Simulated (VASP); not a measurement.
# ZnO (Pm-3m) in VASP: further runs

Aim: see how the results for ZnO move with the level of theory and the settings. Levels: PBE, r2SCAN. Tasks: single point.

Everything below comes from runs of VASP 6.6.1. Logs are shortened: lines on timing, memory, paths and dates and some standing lists are left out, and cuts for length are marked.

### 1 The cell of the first run

Symmetry: Pm-3m, No. 221, cubic system. Conventional cell: a = 2.688 Å, b = 2.688 Å, c = 2.688 Å, α = 90.00°, β = 90.00°, γ = 90.00°. Within 3.1 Å of Zn (site symmetry m-3m) lie 8 O at 2.33 Å and 6 Zn at 2.69 Å. O (site symmetry m-3m) has 8 Zn at 2.33 Å and 6 O at 2.69 Å within 3.1 Å.

### 2 Single point, PBE

Contents of INCAR:

```
PREC     = Accurate       # precision mode
ENCUT    = 520            # plane-wave cutoff, eV
EDIFF    = 1E-6           # SCF threshold, eV
ISMEAR   = -1             # smearing method
SIGMA    = 0.02           # smearing width, eV
LREAL    = False          # projectors in reciprocal space
LASPH    = True           # aspherical terms in the spheres
NELM     = 80             # most SCF steps
ALGO     = Normal         # electronic algorithm
ISIF     = 2              # what is computed and relaxed
LWAVE    = False          # write WAVECAR
LCHARG   = False          # write CHGCAR
GGA      = PE             # functional
NBANDS   = 16             # bands
```

Contents of KPOINTS:

```
Automatic mesh
0
Gamma
  10 10 10
```

Contents of POSCAR:

```
ZnO
1.0
    2.6879425181      0.0000000000      0.0000000000
    0.0000000000      2.6879425181      0.0000000000
    0.0000000000      0.0000000000      2.6879425181
Zn O
1 1
Direct
    0.0000000000      0.0000000000      0.0000000000
    0.5000000000      0.5000000000      0.5000000000
```

Potentials or basis: VASP PAW PBE potentials, release 64 (Zn, O).

The run is started by

```bash
> cat potpaw_PBE.64/Zn/POTCAR potpaw_PBE.64/O/POTCAR > POTCAR
> mpirun -np 1 vasp_std > vasp.out
```

OUTCAR:

```text
PREC = Accurate
   ENCUT = 520
   EDIFF = 1E-6
   ISMEAR = -1
   LREAL = False
   LASPH = True
   NELM = 80
   ISIF = 2
   GGA = PE

 ion  position               nearest neighbor table
   1  0.000  0.000  0.000-   2 2.33   2 2.33   2 2.33   2 2.33   2 2.33   2 2.33   2 2.33   2 2.33

   2  0.500  0.500  0.500-   1 2.33   1 2.33   1 2.33   1 2.33   1 2.33   1 2.33   1 2.33   1 2.33

  LATTYP: Found a simple cubic cell.
 ALAT       =     2.6879425181

  Lattice vectors:

 A1 = (   2.6879425181,   0.0000000000,   0.0000000000)
 A2 = (   0.0000000000,   2.6879425181,   0.0000000000)
 A3 = (   0.0000000000,   0.0000000000,   2.6879425181)

Analysis of symmetry for initial positions (statically):
=====================================================================
 Subroutine PRICEL returns:
 Original cell was already a primitive cell.

 Routine SETGRP: Setting up the symmetry group for a
 simple cubic supercell.

 Subroutine GETGRP returns: Found 48 space group operations
 (whereof 48 operations were pure point group operations)
 out of a pool of 48 trial point group operations.

The static configuration has the point symmetry O_h .

Analysis of symmetry for dynamics (positions and initial velocities):
=====================================================================
 Subroutine PRICEL returns:
 Original cell was already a primitive cell.

 Routine SETGRP: Setting up the symmetry group for a
 simple cubic supercell.

 Subroutine GETGRP returns: Found 48 space group operations
 (whereof 48 operations were pure point group operations)
 out of a pool of 48 trial point group operations.

The dynamic configuration has the point symmetry O_h .

 Subroutine INISYM returns: Found 48 space group operations
 (whereof 48 operations are pure point group operations),
 and found     1 'primitive' translations

----------------------------------------------------------------------------------------

                                     Primitive cell

  volume of cell :      19.4205

  direct lattice vectors                    reciprocal lattice vectors
     2.687942518  0.000000000  0.000000000     0.372031765  0.000000000  0.000000000
     0.000000000  2.687942518  0.000000000     0.000000000  0.372031765  0.000000000
     0.000000000  0.000000000  2.687942518     0.000000000  0.000000000  0.372031765
[... 75 lines left out ...]
   PREC   = accura    normal or accurate (medium, high low for compatibility)
   ISTART =      0    job   : 0-new  1-cont  2-samecut
   ICHARG =      2    charge: 1-file 2-atom 10-const
   ISPIN  =      1    spin polarized calculation?
   LNONCOLLINEAR =      F non collinear calculations
   LSORBIT =      F    spin-orbit coupling
   LASPH  =      T    aspherical Exc in radial PAW
   ENCUT  =  520.0 eV  38.22 Ry    6.18 a.u.   5.00  5.00  5.00*2*pi/ulx,y,z
   NELM   =     80;   NELMIN=  2; NELMDL= -5     # of ELM steps
   EDIFF  = 0.1E-05   stopping-criterion for ELM
   LREAL  =      F    real-space projection
   EDIFFG = 0.1E-04   stopping-criterion for IOM
   NSW    =      0    number of steps for IOM
   IBRION =     -1    ionic relax: 0-MD 1-quasi-New 2-CG
   NFREE  =      0    steps in history (QN), initial steepest desc. (CG)
   ISIF   =      2    stress and relaxation
   ISYM   =      2    0-nonsym 1-usesym 2-fastsym
   POTIM  = 0.5000    time-step for ionic-motion
   TEBEG  =    0.0;   TEEND  =   0.0 temperature during run
   PSTRESS=    0.0 pullay stress
   NELECT =      18.0000    total number of electrons
   NUPDOWN=      -1.0000    fix difference up-down
   EMIN   =  10.00;   EMAX   =-10.00  energy-range for DOS
   EFERMI =   0.00;   METHOD = LEGACY
   ISMEAR =    -1;   SIGMA  =   0.02  broadening in eV -4-tet -1-fermi 0-gaus
   EFERMI_NEDOS =   21; number of points for ismear=-14 and -15
   IALGO  =     38    algorithm
   IMIX   =      4    mixing-type and parameters
     AMIX     =   0.40;   BMIX     =  1.00
     AMIX_MAG =   1.60;   BMIX_MAG =  1.00
  volume/ion in A,a.u.               =       9.71        65.53
  Fermi-wavevector in a.u.,A,eV,Ry     =   1.596170  3.016323 34.664342  2.547757
  Thomas-Fermi vector in A             =   2.693974
   LORBIT       =      0    0 simple, 1 ext, 2 COOP (PROOUT), +10 PAW based schemes
   GGA     = PE    functional components
   LHFCALC =     F    Hartree Fock is set to
   AEXX    =    0.0000 exact exchange contribution
   IVDW    =     0    specifies the selected vdW correction
   LEPSILON=     F    determine dielectric tensor
   LRPA    =     F    only Hartree local field effects (RPA)
 non-spin polarized calculation
  energy-cutoff  :      520.00
  volume of cell :       19.42
 maximum number of plane-waves:       552
 NGX is ok and might be reduce to    20
   NGX =  9   NGY =  9   NGZ =  9

 number of electron      18.0000023 magnetization

 Free energy of the ion-electron system (eV)
  ---------------------------------------------------
  ext. energy  EPLUGINS =         0.00000000
  ---------------------------------------------------
  free energy    TOTEN  =        -7.49263830 eV

  energy without entropy =       -7.49246717  energy(sigma->0) =       -7.49255274

 E-fermi :   3.1782     XC(G=0): -12.5026

 val. band max:        3.1266054128   @ k =   0.5000   0.0000   0.0000
 cond. band min:       3.5421175446   @ k =   0.1000   0.0000   0.0000
 fundamental gap:      0.4155121319
 Fermi energy:         3.1782428429

 k-point     1 :       0.0000    0.0000    0.0000
  band No.  band energies     occupation
      1     -15.3346      2.00000
      2      -3.3114      2.00000
      3      -3.3114      2.00000
      4      -2.2208      2.00000
      5      -2.2208      2.00000
      6      -2.2208      2.00000
[... 433 lines left out ...]
      3      -3.1649      2.00000
      4      -2.6885      2.00000
      5      -2.5932      2.00000
      6      -2.2797      2.00000
[... 8 lines left out ...]
     15      26.9502      0.00000
     16      27.0700      0.00000

 [... further k-points ...]
[... 5 lines left out ...]
  --------------------------------------------------------------------------------------
  -------------------------------------------------------------------------------------
  Total        0.0751526      0.0751526      0.0751526      0.0000000      0.0000000     -0.0000000
  in kB        6.2000391      6.2000391      6.2000391      0.0000000      0.0000000     -0.0000000
  external PRESSURE =       6.2000391 kB  Pullay stress =       0.0000000 kB

 VOLUME and BASIS-vectors are now :
 -----------------------------------------------------------------------------
  energy-cutoff  :      520.00
  volume of cell :       19.42
      direct lattice vectors                 reciprocal lattice vectors
     2.687942518  0.000000000  0.000000000     0.372031765  0.000000000  0.000000000
     0.000000000  2.687942518  0.000000000     0.000000000  0.372031765  0.000000000
     0.000000000  0.000000000  2.687942518     0.000000000  0.000000000  0.372031765

 POSITION                                       TOTAL-FORCE (eV/Angst)
 -----------------------------------------------------------------------------------
      0.00000      0.00000      0.00000         0.000000      0.000000      0.000000
      1.34397      1.34397      1.34397         0.000000      0.000000      0.000000
 -----------------------------------------------------------------------------------
    total drift:                                0.000000      0.000000      0.000000

  FREE ENERGIE OF THE ION-ELECTRON SYSTEM (eV)
  ---------------------------------------------------
  free  energy   TOTEN  =        -7.4926383021 eV

  energy  without entropy=       -7.4924671688  energy(sigma->0) =       -7.49255274
```

It took 9.3 s on 1 thread of Intel Xeon Platinum 8488C (Sapphire Rapids), shared host; peak memory 0.13 GiB.

Results:

```yaml
Free_energy: -7.4926 eV
Pressure: 0.6 GPa
Band_gap_on_the_k_mesh: zero (band 9 reaches 3.13 eV, above the bottom of band 10 at 2.27 eV)
```

### 3 Single point, r2SCAN

This run uses another cell than the first one, of 9.26 Å³/atom, 0.954 times its volume.

Contents of POSCAR:

```
ZnO
1.0
    2.6461709597      0.0000000000      0.0000000000
    0.0000000000      2.6461709597      0.0000000000
    0.0000000000      0.0000000000      2.6461709597
Zn O
1 1
Direct
    0.0000000000      0.0000000000      0.0000000000
    0.5000000000      0.5000000000      0.5000000000
```

Contents of INCAR.step1:

```
SYSTEM = ZnO
PREC = Accurate ; ENCUT = 520
ISMEAR = -1 ; SIGMA = 0.02
LREAL = .FALSE. ; LASPH = .TRUE.
NELM = 80 ; NBANDS = 16
GGA = PE ; ALGO = Normal
EDIFF = 1E-4 ; LWAVE = .TRUE.
LCHARG = .FALSE.
```

Contents of INCAR.step2:

```
SYSTEM = ZnO
PREC = Accurate ; ENCUT = 520
EDIFF = 1E-7 ; ISMEAR = -1
SIGMA = 0.02 ; LREAL = .FALSE.
LASPH = .TRUE. ; NELM = 80
ALGO = Normal ; ISIF = 2
LWAVE = .FALSE. ; LCHARG = .TRUE.
METAGGA = R2SCAN ; LMIXTAU = .TRUE.
LELF = .TRUE. ; LVHAR = .TRUE.
NBANDS = 16 ; ISTART = 1
```

Contents of KPOINTS:

```
regular mesh
0
G
  8 8 8
  0 0 0
```

Potentials or basis: VASP PAW PBE potentials, release 64 (Zn, O).

The run is started by

```bash
> cat potpaw_PBE.64/Zn/POTCAR potpaw_PBE.64/O/POTCAR > POTCAR
> cp INCAR.step1 INCAR
> mpirun -np 1 vasp_std > vasp.out
> cp INCAR.step2 INCAR
> mpirun -np 1 vasp_std > vasp.out
```

Wall time 48 s (1 thread of Intel Xeon Platinum 8488C (Sapphire Rapids), shared host); peak memory 0.13 GiB.

Results (log left out):

| Property | Result |
| --- | --- |
| Free energy | -16.6815 eV |
| Pressure | 1.1 GPa |
| Band gap on the k mesh | zero (band 9 reaches 3.26 eV, above the bottom of band 10 at 3.22 eV) |

Levels at points of the mesh, in eV from the Fermi level:
```
           k point  band 7  band 8  band 9  band 10  band 11  band 12
(0.00, 0.00, 0.00)   -1.37   -1.37   -1.37    -0.09    15.13    15.13
(0.50, 0.00, 0.00)   -4.69   -0.04   -0.04     6.03     7.52    16.94
(0.50, 0.50, 0.00)   -5.23   -5.23   -0.23     3.33    11.32    11.32
(0.50, 0.50, 0.50)   -1.53   -1.53   -1.53     6.24     6.24     6.24
```

Caveat: the PAW data sets were made with another functional, which shifts forces and pressure a little.

### 4 Single point, r2SCAN

This run uses another cell than the first one, of 9.26 Å³/atom, 0.954 times its volume.

POSCAR is that of step 3.

Contents of INCAR.step1:

```
SYSTEM = ZnO
PREC = Accurate
ENCUT = 520
ISMEAR = -1
SIGMA = 0.02
LREAL = .False.
LASPH = .True.
NELM = 60
NBANDS = 16
GGA = PE
ALGO = Normal
EDIFF = 1E-4
LWAVE = .True.
LCHARG = .False.
```

Contents of INCAR.step2:

```
SYSTEM = ZnO
PREC = Accurate
ENCUT = 520
EDIFF = 1E-6
ISMEAR = -1
SIGMA = 0.02
LREAL = .False.
LASPH = .True.
NELM = 60
ALGO = Normal
ISIF = 2
LWAVE = .False.
LCHARG = .True.
METAGGA = R2SCAN
LMIXTAU = .True.
LELF = .True.
LVHAR = .True.
NBANDS = 16
ISTART = 1
```

Contents of KPOINTS:

```
Automatic mesh
0
Gamma
  10 10 10
  0 0 0
```

The run is started by

```bash
> cat potpaw_PBE.64/Zn/POTCAR potpaw_PBE.64/O/POTCAR > POTCAR
> cp INCAR.step1 INCAR
> mpirun -np 1 vasp_std > vasp.out
> cp INCAR.step2 INCAR
> mpirun -np 1 vasp_std > vasp.out
```

It took 40 s on 1 thread of Intel Xeon Platinum 8488C (Sapphire Rapids), shared host; peak memory 0.14 GiB.

Results (log left out):

| Property | Result |
| --- | --- |
| Free energy | -16.6825 eV |
| Pressure | 1.0 GPa |
| Band gap on the k mesh | zero (band 9 reaches 3.26 eV, above the bottom of band 10 at 3.22 eV) |

Levels at points of the mesh, in eV from the Fermi level:
```
           k point  band 6  band 7  band 8  band 9  band 10  band 11  band 12  band 13
(0.00, 0.00, 0.00)   -5.59   -1.37   -1.37   -1.37    -0.10    15.13    15.13    19.13
(0.50, 0.00, 0.00)   -5.55   -4.70   -0.05   -0.05     6.02     7.52    16.93    16.93
(0.50, 0.50, 0.00)   -5.31   -5.23   -5.23   -0.24     3.32    11.31    11.31    17.03
(0.50, 0.50, 0.50)   -5.29   -1.53   -1.53   -1.53     6.23     6.23     6.23    10.69
```

Caveat: the PAW data sets were made with another functional, which shifts forces and pressure a little.

### 5 The runs side by side

```csv
level,cell,k mesh,gap on the mesh (eV),pressure (GPa)
PBE,"a = 2.688 Å, 2 atoms",10 × 10 × 10,none,0.6
r2SCAN,"a = 2.646 Å, 2 atoms",8 × 8 × 8,none,1.1
r2SCAN,"a = 2.646 Å, 2 atoms",10 × 10 × 10,none,1.0
```

Alike in all rows: task single point; potentials or basis VASP PAW PBE potentials, release 64 (Zn, O); no spin polarisation; cutoff (eV) 520; smearing fermi-dirac 0.02 eV.

Caveats: the PAW data sets were made with another functional, which shifts forces and pressure a little (some runs).

Total energies depend on the potentials used, so only differences within one code and one set of settings carry meaning.
